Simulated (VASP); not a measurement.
# Ir in VASP: a series of runs

Runs on Ir. Level: PBE. Tasks: single point.

Everything below comes from runs of VASP 6.6.1. Logs are shortened: lines on timing, memory, paths and dates and some standing lists are left out, and cuts for length are marked.

### 1 The cell of the first run

The cell holds a slab with vacuum, 1 atom: a = 2.738 Å, b = 2.738 Å, c = 16.000 Å, α = 90.00°, β = 90.00°, γ = 120.00°.

### 2 Single point, PBE

Input file INCAR:

```
SYSTEM = Ir
ALGO     = Normal         ! electronic algorithm
DIPOL    = 0.5 0.5 0.500
EDIFF    = 1E-6           ! SCF threshold, eV
ENCUT    = 520            ! plane-wave cutoff, eV
GGA      = PE             ! functional
IDIPOL   = 3            
ISIF     = 2              ! what is computed and relaxed
ISMEAR   = -1             ! smearing method
LASPH    = .True.         ! aspherical terms in the spheres
LCHARG   = .False.        ! write CHGCAR
LDIPOL   = .True.       
LREAL    = .False.        ! projectors in reciprocal space
LWAVE    = .False.        ! write WAVECAR
NBANDS   = 10             ! bands
NELM     = 60             ! most SCF steps
PREC     = Accurate       ! precision mode
SIGMA    = 0.1            ! smearing width, eV
```

Input file KPOINTS:

```
k-points
0
Gamma
  15 15 1
  0 0 0
```

Input file POSCAR:

```
Ir
1.0
    2.7380282308      0.0000000000      0.0000000000
   -1.3690141154      2.3712020041      0.0000000000
    0.0000000000      0.0000000000     16.0000000000
Ir
1
Direct
    0.0000000000      0.0000000000      0.5000000000
```

Potentials or basis: VASP PAW PBE potentials, release 64 (Ir).

Run with:

```sh
cat potpaw_PBE.64/Ir/POTCAR > POTCAR
mpirun -np 1 vasp_std > vasp.out
```

OUTCAR:

```text
SYSTEM = Ir
   EDIFF = 1E-6
   ENCUT = 520
   GGA = PE
   ISIF = 2
   ISMEAR = -1
   LASPH = .True.
   LREAL = .False.
   NELM = 60
   PREC = Accurate

 ion  position               nearest neighbor table
   1  0.000  0.000  0.500-

  LATTYP: Found a hexagonal cell.
 ALAT       =     2.7380282308
 C/A-ratio  =     5.8436212673

  Lattice vectors:

 A1 = (   2.7380282308,   0.0000000000,   0.0000000000)
 A2 = (  -1.3690141154,   2.3712020041,   0.0000000000)
 A3 = (   0.0000000000,   0.0000000000,  16.0000000000)

Analysis of symmetry for initial positions (statically):
=====================================================================
 Subroutine PRICEL returns:
 Original cell was already a primitive cell.

 Routine SETGRP: Setting up the symmetry group for a
 hexagonal supercell.

 Subroutine GETGRP returns: Found 24 space group operations
 (whereof 24 operations were pure point group operations)
 out of a pool of 24 trial point group operations.

The static configuration has the point symmetry D_6h.

Analysis of symmetry for dynamics (positions and initial velocities):
=====================================================================
 Subroutine PRICEL returns:
 Original cell was already a primitive cell.

 Routine SETGRP: Setting up the symmetry group for a
 hexagonal supercell.

 Subroutine GETGRP returns: Found 24 space group operations
 (whereof 24 operations were pure point group operations)
 out of a pool of 24 trial point group operations.

The dynamic configuration has the point symmetry D_6h.

 Subroutine INISYM returns: Found 24 space group operations
 (whereof 24 operations are pure point group operations),
 and found     1 'primitive' translations

----------------------------------------------------------------------------------------

                                     Primitive cell

  volume of cell :     103.8787

  direct lattice vectors                    reciprocal lattice vectors
     2.738028231  0.000000000  0.000000000     0.365226329  0.210863519  0.000000000
    -1.369014115  2.371202004  0.000000000     0.000000000  0.421727039  0.000000000
     0.000000000  0.000000000 16.000000000     0.000000000  0.000000000  0.062500000

  length of vectors
     2.738028231  2.738028231 16.000000000     0.421727039  0.421727039  0.062500000

  position of ions in fractional coordinates (direct lattice)
     0.000000000  0.000000000  0.500000000

  ion indices of the primitive-cell ions
   primitive index   ion index
                 1           1

----------------------------------------------------------------------------------------

 KPOINTS: k-points

Automatic generation of k-mesh.
 Grid dimensions read from file:
 generate k-points for:   15   15    1

 Generating k-lattice:

  Cartesian coordinates                     Fractional coordinates (reciprocal lattice)
     0.024348422  0.014057568  0.000000000     0.066666667  0.000000000  0.000000000
     0.000000000  0.028115136  0.000000000     0.000000000  0.066666667  0.000000000
     0.000000000  0.000000000  0.062500000     0.000000000  0.000000000  1.000000000

  Length of vectors
     0.028115136  0.028115136  0.062500000

  Shift w.r.t. Gamma in fractional coordinates (k-lattice)
     0.000000000  0.000000000  0.000000000

 Subroutine IBZKPT returns following result:
 ===========================================

 Found     27 irreducible k-points:

 Following reciprocal coordinates:
            Coordinates               Weight
  0.000000  0.000000  0.000000      1.000000
  0.066667  0.000000  0.000000      6.000000
  0.133333  0.000000  0.000000      6.000000
  0.200000 -0.000000  0.000000      6.000000
  0.266667  0.000000  0.000000      6.000000
  0.333333  0.000000  0.000000      6.000000
[... 16 lines left out ...]
  0.333333  0.200000  0.000000     12.000000
  0.400000  0.200000  0.000000      6.000000
 [... further k-points ...]
   k-points           NKPTS =     27   k-points in BZ     NKDIM =     27   number of bands    NBANDS=     10
   number of dos      NEDOS =    301   number of ions     NIONS =      1
   total plane-waves  NPLWV =  48000
   dimension x,y,z NGX =    20 NGY =   20 NGZ =  120
   dimension x,y,z NGXF=    40 NGYF=   40 NGZF=  240
   ions per type =               1
   NGX,Y,Z   is equivalent  to a cutoff of  12.14, 12.14, 12.47 a.u.
   NGXF,Y,Z  is equivalent  to a cutoff of  24.29, 24.29, 24.94 a.u.
 SYSTEM =  Ir
   PREC   = accura    normal or accurate (medium, high low for compatibility)
   ISTART =      0    job   : 0-new  1-cont  2-samecut
   ICHARG =      2    charge: 1-file 2-atom 10-const
   ISPIN  =      1    spin polarized calculation?
   LNONCOLLINEAR =      F non collinear calculations
   LSORBIT =      F    spin-orbit coupling
   LASPH  =      T    aspherical Exc in radial PAW
   ENCUT  =  520.0 eV  38.22 Ry    6.18 a.u.   5.09  5.09 29.75*2*pi/ulx,y,z
   NELM   =     60;   NELMIN=  2; NELMDL= -5     # of ELM steps
   EDIFF  = 0.1E-05   stopping-criterion for ELM
   LREAL  =      F    real-space projection
   EDIFFG = 0.1E-04   stopping-criterion for IOM
   NSW    =      0    number of steps for IOM
   IBRION =     -1    ionic relax: 0-MD 1-quasi-New 2-CG
   NFREE  =      0    steps in history (QN), initial steepest desc. (CG)
   ISIF   =      2    stress and relaxation
   ISYM   =      2    0-nonsym 1-usesym 2-fastsym
   POTIM  = 0.5000    time-step for ionic-motion
   TEBEG  =    0.0;   TEEND  =   0.0 temperature during run
   PSTRESS=    0.0 pullay stress
   NELECT =       9.0000    total number of electrons
   NUPDOWN=      -1.0000    fix difference up-down
   EMIN   =  10.00;   EMAX   =-10.00  energy-range for DOS
   EFERMI =   0.00;   METHOD = LEGACY
   ISMEAR =    -1;   SIGMA  =   0.10  broadening in eV -4-tet -1-fermi 0-gaus
   EFERMI_NEDOS =   21; number of points for ismear=-14 and -15
   IALGO  =     38    algorithm
   IMIX   =      4    mixing-type and parameters
     AMIX     =   0.40;   BMIX     =  1.00
     AMIX_MAG =   1.60;   BMIX_MAG =  1.00
  volume/ion in A,a.u.               =     103.88       701.01
  Fermi-wavevector in a.u.,A,eV,Ry     =   0.724403  1.368923  7.139787  0.524760
  Thomas-Fermi vector in A             =   1.814864
   LORBIT       =      0    0 simple, 1 ext, 2 COOP (PROOUT), +10 PAW based schemes
   GGA     = PE    functional components
   LHFCALC =     F    Hartree Fock is set to
   AEXX    =    0.0000 exact exchange contribution
   IVDW    =     0    specifies the selected vdW correction
   LEPSILON=     F    determine dielectric tensor
   LRPA    =     F    only Hartree local field effects (RPA)
 non-spin polarized calculation
  energy-cutoff  :      520.00
  volume of cell :      103.88
 maximum number of plane-waves:      2821
   NGX = 11   NGY = 11   NGZ = 59

 number of electron       9.0000000 magnetization

 dipolmoment           0.000000      0.000000     -0.000000 electrons x Angstroem

 Free energy of the ion-electron system (eV)
  ---------------------------------------------------
  ext. energy  EPLUGINS =         0.00000000
  ---------------------------------------------------
  free energy    TOTEN  =        -6.87521057 eV

  energy without entropy =       -6.76638035  energy(sigma->0) =       -6.82079546

 E-fermi :  -4.2147     XC(G=0):  -3.0908

 val. band max:       -4.2561309032   @ k =   0.3333   0.3333   0.0000
 cond. band min:      -4.1876582309   @ k =   0.4000   0.1333   0.0000
 fundamental gap:      0.0684726722
 Fermi energy:        -4.2146640514

 k-point     1 :       0.0000    0.0000    0.0000
  band No.  band energies     occupation
      1     -10.9936      2.00000
      2      -6.2935      2.00000
      3      -6.2935      2.00000
      4      -5.9081      2.00000
      5      -3.4300      0.00078
      6      -3.4300      0.00078
      7      -2.4084      0.00000
      8       1.8475      0.00000
      9       2.5285      0.00000
     10       3.0429      0.00000

 k-point     2 :       0.0667    0.0000    0.0000
  band No.  band energies     occupation
      1     -10.8044      2.00000
      2      -6.3962      2.00000
      3      -6.1571      2.00000
      4      -5.8498      2.00000
      5      -3.9494      0.13165
      6      -3.4650      0.00111
      7      -1.8687      0.00000
      8       1.9610      0.00000
      9       2.6683      0.00000
     10       3.1558      0.00000

 k-point     3 :       0.1333    0.0000    0.0000
  band No.  band energies     occupation
      1     -10.2693      2.00000
      2      -6.6401      2.00000
      3      -5.7579      2.00000
      4      -5.6809      2.00000
      5      -4.7367      1.98925
      6      -3.5625      0.00294
      7      -1.0009      0.00000
      8       2.3009      0.00000
      9       3.0778      0.00000
     10       3.4946      0.00000

 k-point     4 :       0.2000   -0.0000    0.0000
  band No.  band energies     occupation
      1      -9.5389      2.00000
      2      -6.8036      2.00000
      3      -5.4843      1.99999
      4      -5.4207      1.99999
      5      -5.1273      1.99978
      6      -3.7030      0.01192
      7      -0.0614      0.00000
      8       2.8663      0.00000
      9       3.7335      0.00000
     10       4.0595      0.00000

 k-point     5 :       0.2667    0.0000    0.0000
  band No.  band energies     occupation
      1      -9.0467      2.00000
      2      -6.3906      2.00000
      3      -6.1301      2.00000
      4      -5.1019      1.99972
      5      -4.3254      1.50335
      6      -3.8598      0.05592
      7       0.9472      0.00000
      8       3.6554      0.00000
      9       4.6093      0.00000
     10       4.8507      0.00000

 k-point     6 :       0.3333    0.0000    0.0000
  band No.  band energies     occupation
      1      -9.0566      2.00000
      2      -6.6403      2.00000
      3      -5.1459      1.99982
      4      -4.7456      1.99016
      5      -4.0055      0.21991
      6      -3.4539      0.00099
      7       2.0299      0.00000
      8       4.6659      0.00000
      9       5.6784      0.00000
     10       5.8690      0.00000
[... 183 lines left out ...]
 k-point    21 :       0.2000    0.2000    0.0000
  band No.  band energies     occupation
      1      -7.5603      2.00000
      2      -7.3735      2.00000
      3      -6.4900      2.00000
      4      -4.6998      1.98449
      5      -4.4968      1.88765
      6      -2.1765      0.00000
      7       2.4511      0.00000
      8       4.9062      0.00000
      9       5.9733      0.00000
     10       6.1072      0.00000

 k-point    22 :       0.2667    0.2000    0.0000
  band No.  band energies     occupation
      1      -7.8212      2.00000
      2      -6.6678      2.00000
      3      -6.3790      2.00000
      4      -4.8392      1.99613
      5      -4.4559      1.83551
      6      -0.7069      0.00000
      7       3.6168      0.00000
      8       6.0510      0.00000
      9       6.3922      0.00000
     10       7.2582      0.00000

 k-point    23 :       0.3333    0.2000    0.0000
  band No.  band energies     occupation
      1      -8.0143      2.00000
      2      -6.7572      2.00000
      3      -5.4769      1.99999
      4      -5.0894      1.99968
      5      -4.3120      1.45140
      6       0.8162      0.00000
      7       4.2936      0.00000
      8       4.8089      0.00000
      9       7.4224      0.00000
     10       8.3014      0.00000

 k-point    24 :       0.4000    0.2000    0.0000
  band No.  band energies     occupation
      1      -8.0819      2.00000
      2      -6.7823      2.00000
      3      -5.1821      1.99987
      4      -5.0767      1.99964
      5      -4.2872      1.34756
      6       2.1596      0.00000
      7       2.7367      0.00000
      8       5.4971      0.00000
      9       8.0744      0.00000
     10       8.1652      0.00000

 [... further k-points ...]

------------------------ aborting loop because EDIFF is reached ----------------------------------------

 vacuum level on the upper side and lower side of the slab       (xc-potential included)        -0.010        -0.010

  FORCE on cell =-STRESS in cart. coord.  units (eV):
  Direction    XX          YY          ZZ          XY          YZ          ZX
  --------------------------------------------------------------------------------------
  -------------------------------------------------------------------------------------
  Total       -4.9767606     -4.9767606     -0.0064525      0.0000000     -0.0000000     -0.0000000
  in kB      -76.7592762    -76.7592762     -0.0995210      0.0000000     -0.0000000     -0.0000000
  external PRESSURE =     -51.2060245 kB  Pullay stress =       0.0000000 kB

 VOLUME and BASIS-vectors are now :
 -----------------------------------------------------------------------------
  energy-cutoff  :      520.00
  volume of cell :      103.88
      direct lattice vectors                 reciprocal lattice vectors
     2.738028231  0.000000000  0.000000000     0.365226329  0.210863519  0.000000000
    -1.369014115  2.371202004  0.000000000     0.000000000  0.421727039  0.000000000
     0.000000000  0.000000000 16.000000000     0.000000000  0.000000000  0.062500000

 POSITION                                       TOTAL-FORCE (eV/Angst)
 -----------------------------------------------------------------------------------
      0.00000      0.00000      8.00000        -0.000000      0.000000      0.000000
 -----------------------------------------------------------------------------------
    total drift:                               -0.000000      0.000000     -0.000000

  FREE ENERGIE OF THE ION-ELECTRON SYSTEM (eV)
  ---------------------------------------------------
  free  energy   TOTEN  =        -6.8752105652 eV

  energy  without entropy=       -6.7663803525  energy(sigma->0) =       -6.82079546

 vacuum level on the upper side and lower side of the slab         2.195         2.195
```

Wall time 35 s (1 thread of Intel Xeon 8259CL, shared host); peak memory 0.21 GiB.

Results:

```yaml
Free_energy: -6.8752 eV
Band_gap_on_the_k_mesh: zero (an odd number of electrons rules out a gap without spin polarisation)
```

Caveat: spin-orbit coupling is left out, which moves the levels of the heavy elements.

### 3 Single point, PBE

Input file INCAR:

```
SYSTEM = Ir
PREC     = Accurate       ! precision mode
ENCUT    = 520            ! plane-wave cutoff, eV
EDIFF    = 1E-6           ! SCF threshold, eV
ISMEAR   = -1             ! smearing method
SIGMA    = 0.1            ! smearing width, eV
LREAL    = .FALSE.        ! projectors in reciprocal space
LASPH    = .TRUE.         ! aspherical terms in the spheres
NELM     = 80             ! most SCF steps
ALGO     = Normal         ! electronic algorithm
ISIF     = 2              ! what is computed and relaxed
LWAVE    = .FALSE.        ! write WAVECAR
LCHARG   = .FALSE.        ! write CHGCAR
LDIPOL   = .TRUE.       
IDIPOL   = 3            
DIPOL    = 0.5 0.5 0.500
GGA      = PE             ! functional
NBANDS   = 10             ! bands
EFIELD   = -0.2
```

Input file KPOINTS:

```
Automatic mesh
0
G
  15 15 1
  0 0 0
```

POSCAR is that of step 2.

Potentials or basis: VASP PAW PBE potentials, release 64 (Ir).

Run with:

```sh
cat potpaw_PBE.64/Ir/POTCAR > POTCAR
mpirun -np 1 vasp_std > vasp.out
```

Run time: 47 s. Hardware: 1 thread of Intel Xeon 8259CL, shared host; peak memory 0.21 GiB.

Results (log left out):

```yaml
Free_energy: -6.8774 eV
Band_gap_on_the_k_mesh: zero (an odd number of electrons rules out a gap without spin polarisation)
```

Levels at points of the mesh, in eV from the Fermi level:
| k point | band 1 | band 2 | band 3 | band 4 | band 5 | band 6 | band 7 | band 8 | band 9 | band 10 |
| --- | --- | --- | --- | --- | --- | --- | --- | --- | --- | --- |
| (0.00, 0.00, 0.00) | -6.78 | -2.08 | -2.08 | -1.69 | 0.78 | 0.78 | 1.80 | 5.75 | 6.95 | 7.12 |

Caveat: spin-orbit coupling is left out, which moves the levels of the heavy elements.

[end of part 1 of 2]
